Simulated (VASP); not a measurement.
## KNd2Sb3: single point with PBE

The system is KNd2Sb3.

```xyz
6
Lattice="4.9257 0.0000 0.0000 -2.4629 4.2658 0.0000 0.0000 0.0000 11.4248" Properties=species:S:1:pos:R:3 pbc="T T T"
K     2.4629    1.4219    0.0000
Nd    0.0000    2.8439    3.8309
Nd    0.0000    2.8439    7.5939
Sb    0.0000    0.0000    5.7124
Sb    0.0000    0.0000    8.9355
Sb    0.0000    0.0000    2.4893
```

```json
{"Program": "VASP 6.6.1", "Task": "single point", "Functional": "PBE", "Potentials or basis": "VASP PAW PBE potentials, release 64 (K_sv, Nd_3, Sb), 4f in core", "Cutoff": "500 eV", "k mesh": "6 × 6 × 4", "Occupations": "gaussian, width 0.02 eV", "Spin": "no spin polarisation"}
```

* Pressure: -1.2 GPa
* Largest force: 0.023 eV/Å
* Band gap on the k mesh: 0.91 eV (least direct gap 1.25 eV)

Forces on the atoms (eV/Å):
```
K    0.000  0.000  0.000
Nd   0.000  0.000  0.002
Nd   0.000  0.000 -0.002
Sb   0.000  0.000  0.000
Sb   0.000  0.000  0.023
Sb   0.000  0.000 -0.023
```

Levels at points of the mesh, in eV from the valence-band top:
```csv
k point,band 20,band 21,band 22,band 23,band 24,band 25,band 26,band 27
"(0.00, 0.00, 0.00)",-0.86,-0.86,-0.31,-0.31,1.36,2.18,2.18,2.50
"(0.50, 0.00, 0.00)",-1.16,-0.74,-0.66,-0.61,0.91,1.55,2.25,2.30
"(0.00, 0.00, 0.50)",-0.88,-0.84,-0.28,-0.28,1.13,1.67,2.12,2.12
"(0.50, 0.00, 0.50)",-0.99,-0.66,-0.61,-0.30,1.20,1.26,1.62,2.30
```

Wall time 98 s on 1 thread of Intel(R) Xeon(R) 6975P-C (Granite Rapids), with other jobs on the host, peak memory 0.41 GiB.

Caveat: spin-orbit coupling is left out, which moves the levels of the heavy elements; the 4f electrons are frozen in the core, so they carry no moment and show no levels. Spin polarisation is off, so any magnetic state and its effect on volume and gap are missing.
